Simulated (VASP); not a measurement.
Crystal: KNbAl4.

```
CELL_PARAMETERS angstrom
0.00000 3.75242 3.75242
3.75242 0.00000 3.75242
3.75242 3.75242 0.00000
ATOMIC_POSITIONS crystal
K 0.25000 0.25000 0.25000
Al 0.62587 0.62587 0.12239
Al 0.62587 0.12239 0.62587
Al 0.12239 0.62587 0.62587
Al 0.62587 0.62587 0.62587
Nb 0.00000 0.00000 0.00000
```

| Quantity | Value |
| --- | --- |
| Program | VASP 6.6.1 |
| Task | relaxation of cell and atoms |
| Functional | PBE |
| Potentials or basis | VASP PAW PBE potentials, release 64 (K_sv, Al, Nb_sv) |
| Cutoff | 600 eV |
| k mesh | 4 × 4 × 4 |
| Occupations | gaussian, width 0.1 eV |
| Spin | no spin polarisation |

At the start: pressure 7.3 GPa; volume 17.61 Å³/atom.

Q: Where does the relaxation end?

A: Over 3 steps the energy falls by 31.6 meV/atom and the volume is 19.09 Å³/atom (+8.4 %); space group F-43m (No. 216, to 0.05 Å).

Step by step:
| step | energy change (eV) | largest force (eV/Å) | pressure (GPa) | volume (Å³) |
| --- | --- | --- | --- | --- |
| 1 | 0.0000 | 0.0755 | 7.30 | 105.67 |
| 2 | -0.1607 | 0.0556 | -2.33 | 118.43 |
| 3 | -0.1896 | 0.0247 | 0.02 | 114.56 |

Final structure:
```yaml
crystal:
  lattice:
    - [0.00000, 3.85484, 3.85484]
    - [3.85484, 0.00000, 3.85484]
    - [3.85484, 3.85484, 0.00000]
  atoms:
    - { symbol: K, position: [0.25000, 0.25000, 0.25000] }
    - { symbol: Al, position: [0.62567, 0.62567, 0.12299] }
    - { symbol: Al, position: [0.62567, 0.12299, 0.62567] }
    - { symbol: Al, position: [0.12299, 0.62567, 0.62567] }
    - { symbol: Al, position: [0.62567, 0.62567, 0.62567] }
    - { symbol: Nb, position: [0.00000, 0.00000, 0.00000] }
```

Caveat: the k points lie up to 0.35 Å⁻¹ apart in the final cell.
